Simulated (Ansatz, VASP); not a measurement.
## Ge: VASP beside Ansatz

```xyz
2
Lattice="0.0000 2.8110 2.8110 2.8110 0.0000 2.8110 2.8110 2.8110 0.0000" Properties=species:S:1:pos:R:3 pbc="T T T"
Ge    2.8110    2.8110    2.8110
Ge    4.2165    4.2165    4.2165
```

Alike in both runs: task single point; functional LDA; k mesh 14 × 14 × 14; occupations gaussian, width 0.05 eV; no spin polarisation.

|  | VASP | Ansatz |
| --- | --- | --- |
| version | VASP 6.6.1 | Ansatz 0.2.0 |
| potentials or method | VASP PAW LDA potentials, release 64 (Ge_d), cutoff 520 eV | scalar-relativistic, plane waves, PAW |
| valence electrons in the cell | 28 | 28 |

|  | VASP | Ansatz | Ansatz less VASP |
| --- | --- | --- | --- |
| pressure (GPa) | 0.2 | 0.0 | -0.22 |

LDA's correlation is that of Perdew and Zunger in VASP and of Perdew and Wang (1992) in Ansatz.
